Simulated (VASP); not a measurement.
A run of VASP 6.6.1:

The input INCAR:

```
SYSTEM = CrO2
PREC     = Accurate       ! precision mode
ENCUT    = 700            ! plane-wave cutoff, eV
EDIFF    = 1E-6           ! SCF threshold, eV
ISMEAR   = 0              ! smearing method
SIGMA    = 0.05           ! smearing width, eV
LREAL    = .FALSE.        ! projectors in reciprocal space
LASPH    = .TRUE.         ! aspherical terms in the spheres
NELM     = 200            ! most SCF steps
ALGO     = Normal         ! electronic algorithm
ISIF     = 2              ! what is computed and relaxed
LWAVE    = .FALSE.        ! write WAVECAR
LCHARG   = .TRUE.         ! write CHGCAR
ISPIN    = 2              ! spin polarisation
MAGMOM   = 1.92 0 0       ! initial moments
LORBIT   = 11             ! projections on sites
LMAXMIX  = 4              ! l up to which the mixer works
GGA      = PE             ! functional
LELF     = .TRUE.         ! ELF
LVHAR    = .TRUE.       
NBANDS   = 24             ! bands
GGA_COMPAT= .FALSE.
```

The input KPOINTS:

```
regular mesh
0
G
  14 14 6
  0 0 0
```

The input POSCAR:

```
CrO2
1.0
    2.8910106080      0.0000000000      0.0000000000
   -1.4455053040      2.5036886291      0.0000000000
    0.0000000000      0.0000000000      5.2649799546
Cr O
1 2
Direct
    0.0000000000      0.0000000000      0.0000000000
    0.3333333333      0.6666666667      0.1802664792
    0.6666666667      0.3333333333      0.8197335208
```

Potentials or basis: VASP PAW PBE potentials, release 64 (Cr_sv, O).

Command:

```sh
$ cat potpaw_PBE.64/Cr_sv/POTCAR potpaw_PBE.64/O/POTCAR > POTCAR
$ mpirun -np 1 vasp_std > vasp.out
```

Hardware: 1 thread of Intel(R) Xeon(R) Platinum 8488C (Sapphire Rapids), on a shared host.

Question: How long does it take, and how much memory?

Answer: It took 7.7 min on 1 thread of Intel(R) Xeon(R) Platinum 8488C (Sapphire Rapids) (shared host), peak memory 0.4 GiB. Counts: scf iterations 16, k points 128.
